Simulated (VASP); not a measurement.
Write the native input for VASP 6.6.1 that does the following.

| Property | Result |
| --- | --- |
| Task | relaxation of cell and atoms |
| Functional | PBE |
| Potentials or basis | VASP PAW PBE potentials, release 64 (Be, Zn, Se) |
| Cutoff | 600 eV |
| k mesh | 6 × 6 × 1 |
| Occupations | gaussian, width 0.1 eV |
| Spin | no spin polarisation |
| Dipole correction | no |
| Further INCAR settings | ALGO = Normal; EDIFF = 1e-06; IBRION = 2; EDIFFG = -0.025; NSW = 80; ISIF = 3 |

The structure of Be3ZnSe4 lies in POSCAR:

```
Be3ZnSe4
1.0
    3.7546189713      0.0332902406      0.0370058099
   -1.8484793415      3.2113465754     -0.0581843629
    0.1225708963     -0.1517659798     12.3062367472
Be Zn Se
3 1 4
Direct
    0.6479332493      0.3336955762      0.0084747303
    0.6564160099      0.2799754534      0.4969805427
   -0.0024798435     -0.0190170982      0.2504437098
    0.0031158231     -0.0087687180      0.7651934032
    0.6120339634      0.3044344406      0.1963119288
    0.6944486000      0.3642873396      0.6734895275
    0.0178082757      0.0520053617      0.4369859938
    0.0373905889      0.0267209779      0.9421201640
```

The input as run:

INCAR

```
PREC = Accurate
ENCUT = 600
EDIFF = 1E-6
ISMEAR = 0
SIGMA = 0.1
LREAL = False
LASPH = True
NELM = 100
ALGO = Normal
ISIF = 3
LWAVE = False
LCHARG = False
GGA = PE
IBRION = 2
NSW = 80
EDIFFG = -0.025
```

KPOINTS

```
regular mesh
0
Gamma
  6 6 1
```

Potentials or basis: VASP PAW PBE potentials, release 64 (Be, Zn, Se).

Launch:

```bash
$ cat potpaw_PBE.64/Be/POTCAR potpaw_PBE.64/Zn/POTCAR potpaw_PBE.64/Se/POTCAR > POTCAR
$ mpirun -np 1 vasp_std > vasp.out
```

It gave:

| Quantity | Value |
| --- | --- |
| Relaxed volume | 18.92 Å³/atom |
| Relaxed cell | a = 3.752 Å, b = 3.752 Å, c = 12.418 Å, α = 89.96°, β = 90.03°, γ = 120.03° |
| Space group after relaxing (to 0.05 Å) | P3m1 (No. 156) |
| Energy gained by relaxing | 127.3 meV/atom |
| Ionic steps | 20 |
| Pressure after relaxing | 0.0 GPa |
| Largest force after relaxing | 0.014 eV/Å |
| Band gap on the k mesh | 2.59 eV, indirect (least direct gap 2.62 eV) |

Caveat: the k points lie up to 0.51 Å⁻¹ apart in the final cell.

It took 34 min on 1 thread of Intel Xeon 8259CL, on a shared host, peak memory 0.36 GiB.
